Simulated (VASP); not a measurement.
MoS2: single point with LDA

Slab: MoS2, a slab with vacuum.

```
Mo S
1.0
     3.18402    0.00000    0.00000
    -1.59201    2.75744    0.00000
     0.00000    0.00000   28.38732
Mo S
3 6
Direct
  0.33333 0.66667 0.22816
  0.33333 0.66667 0.77184
  0.66667 0.33333 0.00000
  0.66667 0.33333 0.17349
  0.66667 0.33333 0.71719
  0.33333 0.66667 0.94533
  0.66667 0.33333 0.28281
  0.66667 0.33333 0.82651
  0.33333 0.66667 0.05467
```

```json
{
  "Program": "VASP 6.6.1",
  "Task": "single point",
  "Functional": "LDA",
  "Potentials or basis": "VASP PAW LDA potentials, release 64 (Mo_sv, S)",
  "Cutoff": "520 eV",
  "k mesh": "10 × 10 × 1",
  "Occupations": "fermi-dirac, width 0.05 eV",
  "Spin": "no spin polarisation",
  "Dipole correction": "no",
  "Further INCAR settings": "ALGO = Normal; EDIFF = 1e-06; NBANDS = 49"
}
```

```
Largest force          : 0.379 eV/Å
Band gap on the k mesh : 1.29 eV, indirect (least direct gap 1.88 eV)
```

Forces in eV/Å, atoms in the order of the input:
```
Mo   0.000  0.000 -0.002
Mo   0.000  0.000  0.002
Mo   0.000  0.000  0.000
S    0.000  0.000  0.292
S    0.000  0.000  0.379
S    0.000  0.000  0.292
S    0.000  0.000 -0.379
S    0.000  0.000 -0.292
S    0.000  0.000 -0.292
```

Levels at points of the mesh, in eV from the valence-band top:
| k point | band 36 | band 37 | band 38 | band 39 | band 40 | band 41 | band 42 | band 43 |
| --- | --- | --- | --- | --- | --- | --- | --- | --- |
| (0.00, 0.00, 0.00) | -1.63 | -0.68 | -0.28 | 0.00 | 2.29 | 2.29 | 2.30 | 2.30 |
| (0.50, 0.00, 0.00) | -1.41 | -1.12 | -1.09 | -1.08 | 1.75 | 1.76 | 1.77 | 2.21 |

Run time: 2.6 min on 1 thread of Intel(R) Xeon(R) Platinum 8488C (Sapphire Rapids), on a shared host, peak memory 0.33 GiB.
